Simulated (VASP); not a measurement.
Wanted: the native input for a VASP 6.6.1 run.

```
Task                   : single point
Functional             : BLYP
Potentials or basis    : VASP PAW PBE potentials, release 64 (Al)
Cutoff                 : 520 eV
k mesh                 : 7 × 7 × 7
Occupations            : fermi-dirac, width 0.1 eV
Spin                   : no spin polarisation
Dipole correction      : no
Further INCAR settings : ALGO = Normal; EDIFF = 1e-06; NBANDS = 8
```

The structure of Al lies in POSCAR:

```
Al
1.0
    0.0000000000      2.0556305681      2.0556305681
    2.0556305681      0.0000000000      2.0556305681
    2.0556305681      2.0556305681      0.0000000000
Al
1
Direct
    0.0000000000      0.0000000000      0.0000000000
```

The input as run:

INCAR

```
SYSTEM = Al
AGGAC = 1.0
AGGAX = 1.0
ALDAC = 0.0
ALDAX = 1.0
ALGO = Normal
EDIFF = 1E-6
ENCUT = 520
GGA = B5
ISIF = 2
ISMEAR = -1
LASPH = .TRUE.
LCHARG = .FALSE.
LREAL = .FALSE.
LWAVE = .FALSE.
NBANDS = 8
NELM = 80
PREC = Accurate
SIGMA = 0.1
```

KPOINTS

```
k-points
0
G
  7 7 7
  0 0 0
```

Potentials or basis: VASP PAW PBE potentials, release 64 (Al).

The run is started by

```sh
$ cat potpaw_PBE.64/Al/POTCAR > POTCAR
$ mpirun -np 1 vasp_std > vasp.out
```

Results of the run:

| Item | Value |
| --- | --- |
| Pressure | -0.3 GPa |
| Band gap on the k mesh | zero (an odd number of electrons rules out a gap without spin polarisation) |

Caveat: the k points lie up to 0.38 Å⁻¹ apart, too coarse for converged energies and pressures of a metal; the PAW data sets were made with another functional, which shifts forces and pressure a little.

Run time: 9.5 s on 1 thread of AMD EPYC 7R13, with other jobs on the host, peak memory 0.1 GiB.
